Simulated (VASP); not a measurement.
# Si16Ge (a cell with a defect) in VASP: a series of runs

The runs below take Si16Ge (a cell with a defect) through single point, with PBE+D3(BJ).

Program: VASP 6.6.1. These are calculated values, not measurements. Logs are shortened: lines on timing, memory, paths and dates and some standing lists are left out, and cuts for length are marked.

## 1. The cell of the first run

The cell holds a defect, 17 atoms: a = 7.679 Å, b = 7.679 Å, c = 7.679 Å, α = 60.00°, β = 60.00°, γ = 60.00°.

## 2. Single point, PBE+D3(BJ)

File INCAR:

```
  PREC = Accurate
  ENCUT = 520
  EDIFF = 1E-6
  ISMEAR = 0
  SIGMA = 0.05
  LREAL = Auto
  LASPH = True
  NELM = 100
  ALGO = Normal
  ISIF = 2
  LWAVE = False
  LCHARG = False
  GGA = PE
  IVDW = 12
  NBANDS = 53
```

File KPOINTS:

```
Automatic mesh
0
Gamma
  2 2 2
```

File POSCAR:

```
Si16Ge
1.0
    0.0000000000      5.4300000000      5.4300000000
    5.4300000000      0.0000000000      5.4300000000
    5.4300000000      5.4300000000      0.0000000000
Si Ge
16 1
Direct
   -0.0147854512      0.0452217311     -0.0153773481
    0.1265651013      0.1356479742      0.1263630755
    0.0157067219     -0.0095175875      0.4970726519
    0.1262940147      0.1361356354      0.6113046961
    0.0096948435      0.5068189687      0.0090419890
    0.1098359116      0.6704265193      0.1099979742
    0.0094584715      0.5070216390      0.4745584715
    0.1574320442      0.6121970534      0.6154349908
    0.4974186924     -0.0096269797      0.0152367403
    0.6117003683      0.1359620626      0.1260813996
    0.4968450276     -0.0089789134      0.4967227440
    0.6440015654      0.0689765193      0.6433102210
    0.4745440147      0.5069585635      0.0091447514
    0.6160205341      0.6119943831      0.1571242173
    0.5201004604      0.4401098527      0.5197144567
    0.6153177716      0.6126177716      0.6146483425
    0.7791646409      0.6624193370      0.7787082873
```

Potentials or basis: VASP PAW PBE potentials, release 64 (Si, Ge_d).

On the command line:

```bash
$ cat potpaw_PBE.64/Si/POTCAR potpaw_PBE.64/Ge_d/POTCAR > POTCAR
$ mpirun -np 1 vasp_std > vasp.out
```

OUTCAR:

```text
PREC = Accurate
   ENCUT = 520
   EDIFF = 1E-6
   ISMEAR = 0
   LREAL = Auto
   LASPH = True
   NELM = 100
   ISIF = 2
   GGA = PE
   IVDW = 12
 IVDW          = 12

 ion  position               nearest neighbor table
   1  0.985  0.045  0.985-   6 2.35   4 2.35  10 2.35   2 2.35
   2  0.127  0.136  0.126-   3 2.33   5 2.33   9 2.33   1 2.35
   3  0.016  0.990  0.497-   4 2.33   2 2.33  12 2.35   8 2.37
   4  0.126  0.136  0.611-   7 2.33   3 2.33  11 2.33   1 2.35
   5  0.010  0.507  0.009-   6 2.30   2 2.33   8 2.47  14 2.47  17 2.57
   6  0.110  0.670  0.110-   7 2.30  13 2.30   5 2.30   1 2.35
   7  0.009  0.507  0.475-   6 2.30   4 2.33   8 2.48  16 2.48  17 2.56
   8  0.157  0.612  0.615-  15 2.30   3 2.37  17 2.42   5 2.47   7 2.48
   9  0.497  0.990  0.015-  10 2.33   2 2.33  12 2.35  14 2.37
  10  0.612  0.136  0.126-  13 2.33  11 2.33   9 2.33   1 2.35
  11  0.497  0.991  0.497-   4 2.33  10 2.33  12 2.35  16 2.37
  12  0.644  0.069  0.643-  15 2.33   3 2.35  11 2.35   9 2.35  17 2.55
  13  0.475  0.507  0.009-   6 2.30  10 2.33  16 2.48  14 2.48  17 2.56
  14  0.616  0.612  0.157-  15 2.30   9 2.37  17 2.43   5 2.47  13 2.48
  15  0.520  0.440  0.520-  14 2.30   8 2.30  16 2.30  12 2.33
  16  0.615  0.613  0.615-  15 2.30  11 2.37  17 2.42   7 2.48  13 2.48
  17  0.779  0.662  0.779-  16 2.42   8 2.42  14 2.43  12 2.55   7 2.56  13 2.56   5 2.57

  LATTYP: Found a face centered cubic cell.
 ALAT       =    10.8600000000

  Lattice vectors:

 A1 = (   0.0000000000,   5.4300000000,   5.4300000000)
 A2 = (   5.4300000000,   0.0000000000,   5.4300000000)
 A3 = (   5.4300000000,   5.4300000000,   0.0000000000)

Analysis of symmetry for initial positions (statically):
=====================================================================
 Subroutine PRICEL returns:
 Original cell was already a primitive cell.

 Routine SETGRP: Setting up the symmetry group for a
 face centered cubic supercell.

 Subroutine GETGRP returns: Found  1 space group operations
 (whereof  1 operations were pure point group operations)
 out of a pool of 48 trial point group operations.

The static configuration has the point symmetry C_1 .

Analysis of symmetry for dynamics (positions and initial velocities):
=====================================================================
 Subroutine PRICEL returns:
 Original cell was already a primitive cell.

 Routine SETGRP: Setting up the symmetry group for a
 face centered cubic supercell.

 Subroutine GETGRP returns: Found  1 space group operations
 (whereof  1 operations were pure point group operations)
 out of a pool of 48 trial point group operations.

The dynamic configuration has the point symmetry C_1 .

 Subroutine INISYM returns: Found  1 space group operations
 (whereof  1 operations are pure point group operations),
 and found     1 'primitive' translations

----------------------------------------------------------------------------------------

                                     Primitive cell

  volume of cell :     320.2060

  direct lattice vectors                    reciprocal lattice vectors
     0.000000000  5.430000000  5.430000000    -0.092081031  0.092081031  0.092081031
     5.430000000  0.000000000  5.430000000     0.092081031 -0.092081031  0.092081031
     5.430000000  5.430000000  0.000000000     0.092081031  0.092081031 -0.092081031

  length of vectors
     7.679179644  7.679179644  7.679179644     0.159489025  0.159489025  0.159489025

  position of ions in fractional coordinates (direct lattice)
     0.985214549  0.045221731  0.984622652
     0.126565101  0.135647974  0.126363076
     0.015706722  0.990482413  0.497072652
     0.126294015  0.136135635  0.611304696
     0.009694844  0.506818969  0.009041989
     0.109835912  0.670426519  0.109997974
[... 9 lines left out ...]
     0.615317772  0.612617772  0.614648342
     0.779164641  0.662419337  0.778708287

  ion indices of the primitive-cell ions
   primitive index   ion index
                 1           1
                 2           2
                 3           3
                 4           4
                 5           5
                 6           6
[... 9 lines left out ...]
                16          16
                17          17

----------------------------------------------------------------------------------------

 KPOINTS: Automatic mesh

Automatic generation of k-mesh.
 Grid dimensions read from file:
 generate k-points for:    2    2    2

 Generating k-lattice:

  Cartesian coordinates                     Fractional coordinates (reciprocal lattice)
    -0.046040516  0.046040516  0.046040516     0.500000000  0.000000000  0.000000000
     0.046040516 -0.046040516  0.046040516     0.000000000  0.500000000  0.000000000
     0.046040516  0.046040516 -0.046040516     0.000000000  0.000000000  0.500000000

  Length of vectors
     0.079744512  0.079744512  0.079744512

  Shift w.r.t. Gamma in fractional coordinates (k-lattice)
     0.000000000  0.000000000  0.000000000

 Subroutine IBZKPT returns following result:
 ===========================================

 Found      8 irreducible k-points:

 Following reciprocal coordinates:
            Coordinates               Weight
  0.000000  0.000000  0.000000      1.000000
  0.500000  0.000000  0.000000      1.000000
  0.000000  0.500000  0.000000      1.000000
  0.000000  0.000000  0.500000      1.000000
  0.500000  0.500000  0.500000      1.000000
  0.500000  0.500000  0.000000      1.000000
  0.000000  0.500000  0.500000      1.000000
  0.500000  0.000000  0.500000      1.000000
   k-points           NKPTS =      8   k-points in BZ     NKDIM =      8   number of bands    NBANDS=     53
   number of dos      NEDOS =    301   number of ions     NIONS =     17
   total plane-waves  NPLWV = 216000
   dimension x,y,z NGX =    60 NGY =   60 NGZ =   60
   dimension x,y,z NGXF=   120 NGYF=  120 NGZF=  120
   ions per type =              16   1
   NGX,Y,Z   is equivalent  to a cutoff of  12.99, 12.99, 12.99 a.u.
   NGXF,Y,Z  is equivalent  to a cutoff of  25.98, 25.98, 25.98 a.u.
 SYSTEM =  unknown system
   PREC   = accura    normal or accurate (medium, high low for compatibility)
   ISTART =      0    job   : 0-new  1-cont  2-samecut
   ICHARG =      2    charge: 1-file 2-atom 10-const
   ISPIN  =      1    spin polarized calculation?
   LNONCOLLINEAR =      F non collinear calculations
   LSORBIT =      F    spin-orbit coupling
   LASPH  =      T    aspherical Exc in radial PAW
   ENCUT  =  520.0 eV  38.22 Ry    6.18 a.u.  14.28 14.28 14.28*2*pi/ulx,y,z
   NELM   =    100;   NELMIN=  2; NELMDL= -5     # of ELM steps
   EDIFF  = 0.1E-05   stopping-criterion for ELM
   LREAL  =      T    real-space projection
   EDIFFG = 0.1E-04   stopping-criterion for IOM
   NSW    =      0    number of steps for IOM
   IBRION =     -1    ionic relax: 0-MD 1-quasi-New 2-CG
   NFREE  =      0    steps in history (QN), initial steepest desc. (CG)
   ISIF   =      2    stress and relaxation
   ISYM   =      2    0-nonsym 1-usesym 2-fastsym
   POTIM  = 0.5000    time-step for ionic-motion
   TEBEG  =    0.0;   TEEND  =   0.0 temperature during run
   PSTRESS=    0.0 pullay stress
   NELECT =      78.0000    total number of electrons
   NUPDOWN=      -1.0000    fix difference up-down
   EMIN   =  10.00;   EMAX   =-10.00  energy-range for DOS
   EFERMI =   0.00;   METHOD = LEGACY
   ISMEAR =     0;   SIGMA  =   0.05  broadening in eV -4-tet -1-fermi 0-gaus
   EFERMI_NEDOS =   21; number of points for ismear=-14 and -15
   IALGO  =     38    algorithm
   IMIX   =      4    mixing-type and parameters
     AMIX     =   0.40;   BMIX     =  1.00
     AMIX_MAG =   1.60;   BMIX_MAG =  1.00
  volume/ion in A,a.u.               =      18.84       127.11
  Fermi-wavevector in a.u.,A,eV,Ry     =   1.022421  1.932096 14.222785  1.045345
  Thomas-Fermi vector in A             =   2.156100
   LORBIT       =      0    0 simple, 1 ext, 2 COOP (PROOUT), +10 PAW based schemes
   GGA     = PE    functional components
   LHFCALC =     F    Hartree Fock is set to
   AEXX    =    0.0000 exact exchange contribution
   IVDW    =    12    specifies the selected vdW correction
   LEPSILON=     F    determine dielectric tensor
   LRPA    =     F    only Hartree local field effects (RPA)
 non-spin polarized calculation
 Gauss-broadening in eV      SIGMA  =   0.05
  energy-cutoff  :      520.00
  volume of cell :      320.21
 maximum number of plane-waves:      8646
 NGX is ok and might be reduce to    60
   NGX = 29   NGY = 29   NGZ = 29

 number of electron      77.9999999 magnetization

 Free energy of the ion-electron system (eV)
  ---------------------------------------------------
  ext. energy  EPLUGINS =         0.00000000
  ---------------------------------------------------
  free energy    TOTEN  =       -86.39779996 eV

  energy without entropy =      -86.38805095  energy(sigma->0) =      -86.39292546

 E-fermi :   6.8922     XC(G=0):  -9.7667

 val. band max:        6.7708872491   @ k =   0.0000   0.0000   0.5000
 cond. band min:       6.9058122181   @ k =   0.5000   0.0000   0.5000
 fundamental gap:      0.1349249690
 Fermi energy:         6.8922158405

 k-point     1 :       0.0000    0.0000    0.0000
  band No.  band energies     occupation
      1     -18.1907      2.00000
      2     -18.1905      2.00000
      3     -18.1821      2.00000
      4     -18.1635      2.00000
      5     -18.1628      2.00000
      6      -6.4415      2.00000
[... 43 lines left out ...]
     50       8.3224      0.00000
     51       8.8666      0.00000

 k-point     2 :       0.5000    0.0000    0.0000
  band No.  band energies     occupation
      1     -18.1907      2.00000
      2     -18.1905      2.00000
      3     -18.1821      2.00000
      4     -18.1636      2.00000
      5     -18.1628      2.00000
      6      -6.0693      2.00000
[... 316 lines left out ...]
 k-point     8 :       0.5000    0.0000    0.5000
  band No.  band energies     occupation
      1     -18.1907      2.00000
      2     -18.1905      2.00000
      3     -18.1821      2.00000
      4     -18.1635      2.00000
      5     -18.1628      2.00000
      6      -5.9662      2.00000
[... 43 lines left out ...]
     50      10.3325      0.00000
     51      10.4863      0.00000
 [bands above 51 left out]

------------------------ aborting loop because EDIFF is reached ----------------------------------------

 Edisp (eV)   -5.66692

 E8    (eV) :    -2.3552

  FORCE on cell =-STRESS in cart. coord.  units (eV):
  Direction    XX          YY          ZZ          XY          YZ          ZX
  --------------------------------------------------------------------------------------
  -------------------------------------------------------------------------------------
  Total       6.01307     5.91977     5.98286     1.56962     1.55154    -1.56388
  in kB      30.08691    29.62006    29.93573     7.85374     7.76327    -7.82500
  external pressure =       29.88 kB  Pullay stress =        0.00 kB

 VOLUME and BASIS-vectors are now :
 -----------------------------------------------------------------------------
  energy-cutoff  :      520.00
  volume of cell :      320.21
      direct lattice vectors                 reciprocal lattice vectors
     0.000000000  5.430000000  5.430000000    -0.092081031  0.092081031  0.092081031
     5.430000000  0.000000000  5.430000000     0.092081031 -0.092081031  0.092081031
     5.430000000  5.430000000  0.000000000     0.092081031  0.092081031 -0.092081031

 POSITION                                       TOTAL-FORCE (eV/Angst)
 -----------------------------------------------------------------------------------
      5.59205     10.69622      5.59527        -0.077627      0.101447     -0.102768
      1.42272      1.37340      1.42382        -0.052811      0.006761     -0.036604
      8.07742      2.78439      5.46361        -0.006803     -0.008428     -0.033584
      4.05860      4.00516      1.42499        -0.009393      0.051248     -0.045507
      2.80113      0.10174      2.80467        -0.015064      0.039228     -0.022474
      4.23770      1.19370      4.23682        -0.055271      0.035475     -0.037770
[... 9 lines left out ...]
      6.66405      6.67872      6.66769        -0.011952      0.074755     -0.029410
      7.82532      8.45925      7.82780         0.317058     -0.289738      0.290828
 -----------------------------------------------------------------------------------
    total drift:                                0.006331     -0.009800      0.008070

  FREE ENERGIE OF THE ION-ELECTRON SYSTEM (eV)
  ---------------------------------------------------
  free  energy   TOTEN  =       -92.0647167290 eV

  energy  without entropy=      -92.0549677217  energy(sigma->0) =      -92.05984223
```

It took 2.1 min on 1 thread of Intel Xeon 6975P-C (Granite Rapids), shared host; peak memory 0.48 GiB.

What came out:

```
Free energy                : -92.0647 eV
Pressure                   : 3.0 GPa
Largest force              : 0.519 eV/Å
Band gap on the k mesh     : zero (bands 39 and 40 overlap by 0.16 eV)
Dispersion energy per atom : -0.333 eV
```

Forces on the atoms (eV/Å):
```
Si  -0.078  0.101 -0.103
Si  -0.053  0.007 -0.037
Si  -0.007 -0.008 -0.034
Si  -0.009  0.051 -0.046
Si  -0.015  0.039 -0.022
Si  -0.055  0.035 -0.038
Si  -0.045  0.012 -0.015
Si  -0.016  0.026 -0.079
Si  -0.029 -0.001  0.002
Si  -0.053  0.042 -0.008
Si  -0.010  0.037  0.005
Si   0.117 -0.103  0.097
Si  -0.017  0.023 -0.026
Si  -0.090  0.003 -0.012
Si   0.054 -0.049  0.054
Si  -0.012  0.075 -0.029
Ge   0.317 -0.290  0.291
```

Caveat: the k points lie up to 0.50 Å⁻¹ apart.

## 3. Single point, PBE+D3(BJ)

File INCAR:

```
SYSTEM = Si16Ge
ALGO = Normal ; EDIFF = 1E-7
ENCUT = 520 ; GGA = PE
ISIF = 2 ; ISMEAR = 0
IVDW = 12 ; LASPH = .True.
LCHARG = .False. ; LREAL = Auto
LWAVE = .False. ; NBANDS = 53
NELM = 60 ; PREC = Accurate
SIGMA = 0.05
```

File KPOINTS:

```
k-points
0
Gamma
  2 2 2
  0 0 0
```

File POSCAR:

```
Si16Ge
1.0
    0.0000000000      5.4300000000      5.4300000000
    5.4300000000      0.0000000000      5.4300000000
    5.4300000000      5.4300000000      0.0000000000
Si Ge
16 1
Direct
   -0.0080355433      0.0250541436     -0.0084994475
    0.1259885820      0.1299029466      0.1258769797
    0.0100150092     -0.0041332413      0.4972290055
    0.1259699816      0.1301801105      0.6182810313
    0.0072365562      0.5010221915      0.0069413444
    0.1160825046      0.6521364641      0.1160751381
    0.0070215470      0.5011990792      0.4850546961
    0.1471986188      0.6150205341      0.6189122468
    0.4973100368     -0.0040531308      0.0100781768
    0.6187815838      0.1300674033      0.1257265193
    0.4972123389     -0.0039116022      0.4969230203
    0.6321937385      0.1035563536      0.6322425414
    0.4852907919      0.5011519337      0.0067950276
    0.6191970534      0.6151500921      0.1474044199
    0.5107218232      0.4675560773      0.5110019337
    0.6191613260      0.6153394107      0.6183057090
    0.7626698895      0.7114220074      0.7629678637
```

Potentials or basis: VASP PAW PBE potentials, release 64 (Si, Ge_d).

On the command line:

```bash
$ cat potpaw_PBE.64/Si/POTCAR potpaw_PBE.64/Ge_d/POTCAR > POTCAR
$ mpirun -np 1 vasp_std > vasp.out
```

It took 2.3 min on 1 thread of Intel Xeon 6975P-C (Granite Rapids), shared host; peak memory 0.49 GiB.

The run converged. Its results:

| Property | Result |
| --- | --- |
| Free energy | -92.2842 eV |
| Pressure | 3.5 GPa |
| Largest force | 0.189 eV/Å |
| Band gap on the k mesh | zero (bands 39 and 40 overlap by 0.25 eV) |
| Dispersion energy per atom | -0.333 eV |

Forces in eV/Å, atoms in the order of the input:
```
Si  -0.065  0.073 -0.070
Si  -0.033 -0.006 -0.028
Si   0.004 -0.009 -0.003
Si   0.005  0.033 -0.036
Si  -0.034 -0.012 -0.038
Si  -0.059  0.049 -0.049
Si   0.006  0.034 -0.033
Si   0.012 -0.003 -0.031
Si  -0.006 -0.008  0.004
Si  -0.036  0.027  0.005
Si   0.006  0.005  0.009
Si   0.083 -0.076  0.077
Si  -0.029  0.036  0.015
Si  -0.035 -0.011  0.008
Si   0.056 -0.063  0.062
Si   0.009  0.030 -0.001
Ge   0.117 -0.100  0.110
```

Stress tensor (GPa, compression positive):
```
 3.53  0.12 -0.12
 0.12  3.52  0.13
-0.12  0.13  3.51
```

Levels at points of the mesh, in eV from the Fermi level:
| k point | band 35 | band 36 | band 37 | band 38 | band 39 | band 40 | band 41 | band 42 | band 43 | band 44 |
| --- | --- | --- | --- | --- | --- | --- | --- | --- | --- | --- |
| (0.00, 0.00, 0.00) | -1.70 | -0.89 | -0.76 | -0.75 | -0.36 | -0.21 | -0.21 | 0.01 | 0.02 | 0.41 |
| (0.50, 0.00, 0.00) | -1.52 | -1.50 | -1.50 | -1.41 | -0.29 | 0.39 | 0.64 | 0.80 | 0.85 | 1.24 |
| (0.00, 0.50, 0.00) | -1.49 | -1.49 | -1.46 | -1.46 | -0.35 | 0.42 | 0.42 | 1.00 | 1.00 | 1.15 |
| (0.00, 0.00, 0.50) | -1.52 | -1.50 | -1.50 | -1.42 | -0.29 | 0.40 | 0.64 | 0.80 | 0.85 | 1.24 |
| (0.50, 0.50, 0.50) | -1.52 | -1.50 | -1.50 | -1.41 | -0.29 | 0.40 | 0.64 | 0.80 | 0.85 | 1.24 |
| (0.50, 0.50, 0.00) | -2.11 | -2.03 | -1.90 | -1.27 | 0.04 | 0.69 | 1.03 | 1.11 | 1.14 | 1.89 |
| (0.00, 0.50, 0.50) | -2.12 | -2.03 | -1.89 | -1.26 | 0.04 | 0.69 | 1.03 | 1.11 | 1.14 | 1.88 |
| (0.50, 0.00, 0.50) | -2.11 | -2.03 | -1.90 | -1.26 | 0.04 | 0.69 | 1.03 | 1.11 | 1.14 | 1.88 |

Caveat: the k points lie up to 0.50 Å⁻¹ apart.
